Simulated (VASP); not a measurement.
**SnO: single point with PBEsol**

Crystal: SnO.

```xyz
4
Lattice="3.8054 0.0000 0.0000 0.0000 3.8054 0.0000 0.0000 0.0000 4.7532" Properties=species:S:1:pos:R:3 pbc="T T T"
Sn    0.0000    1.9027    1.1522
Sn    1.9027    0.0000    3.6010
O     0.0000    0.0000    0.0000
O     1.9027    1.9027    0.0000
```

```
Program             : VASP 6.6.1
Task                : single point
Functional          : PBEsol
Potentials or basis : VASP PAW PBE potentials, release 64 (Sn_d, O)
Cutoff              : 520 eV
k mesh              : 12 × 12 × 10
Occupations         : gaussian, width 0.1 eV
Spin                : no spin polarisation
```

- Pressure: 0.2 GPa
- Largest force: 0.087 eV/Å
- Band gap on the k mesh: zero (bands 20 and 21 overlap by 0.10 eV)

Forces on the atoms (eV/Å):
```
Sn   0.000  0.000  0.087
Sn   0.000  0.000 -0.087
O    0.000  0.000  0.000
O    0.000  0.000  0.000
```

Levels at points of the mesh, in eV from the Fermi level:
```tsv
k point	band 17	band 18	band 19	band 20	band 21	band 22	band 23	band 24
(0.00, 0.00, 0.00)	-3.55	-3.25	-3.25	-0.06	2.06	4.45	4.51	4.51
(0.50, 0.00, 0.00)	-4.95	-4.95	-2.83	-2.83	3.20	3.20	5.79	5.79
(0.50, 0.50, 0.00)	-2.58	-2.58	-1.94	-1.94	-0.14	-0.14	4.35	4.35
(0.00, 0.00, 0.50)	-3.26	-3.26	-3.06	-2.26	1.53	2.73	2.73	3.51
(0.50, 0.00, 0.50)	-4.91	-4.91	-1.79	-1.79	2.59	2.59	5.25	5.25
(0.50, 0.50, 0.50)	-2.84	-2.84	-2.58	-2.58	2.23	2.23	4.09	4.09
```

Wall time 3.9 min on 1 thread of AMD EPYC 7R13, with other jobs on the host, peak memory 0.36 GiB.

Caveat: semilocal functionals underestimate gaps, and a narrow one can read as zero; the PAW data sets were made with another functional, which shifts forces and pressure a little; spin-orbit coupling is left out, which moves the levels of the heavy elements.
